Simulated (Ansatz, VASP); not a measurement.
One calculation of EuS, two programs

```
Eu S
1.0
     0.00000    2.99323    2.99323
     2.99323    0.00000    2.99323
     2.99323    2.99323    0.00000
Eu S
1 1
Direct
  0.50000 0.50000 0.50000
  0.00000 0.00000 0.00000
```

Alike in both runs: functional PBE; k mesh 8 × 8 × 8; occupations gaussian, width 0.02 eV; collinear spin; Hubbard terms Eu f U = 6.0 eV.

Ansatz relaxed the structure, and its values are those at the end. VASP's run is a single point on that final structure, the one shown.

|  | VASP | Ansatz |
| --- | --- | --- |
| version | VASP 6.6.1 | Ansatz 0.2.0 |
| potentials or method | VASP PAW PBE potentials, release 64 (Eu, S), cutoff 600 eV | scalar-relativistic, plane waves, PAW |
| valence electrons in the cell | 23 | 23 |

```tsv
	VASP	Ansatz	Ansatz less VASP
gap on the k mesh at the Fermi level (eV)	0.50	0.78	+0.280
least direct gap on the mesh (eV)	0.77	1.19	+0.428
pressure (GPa)	0.3	0.0	-0.31
net moment per atom (μB)	3.50	3.50	0.000
size of the moment on the site where the two differ most (μB)	6.72	6.87	+0.146
```

Site moments also hang on the region over which each program counts them. The programs project onto different local orbitals, so the same U acts differently, and such runs can settle in different states.

Neither program's run includes spin-orbit coupling.
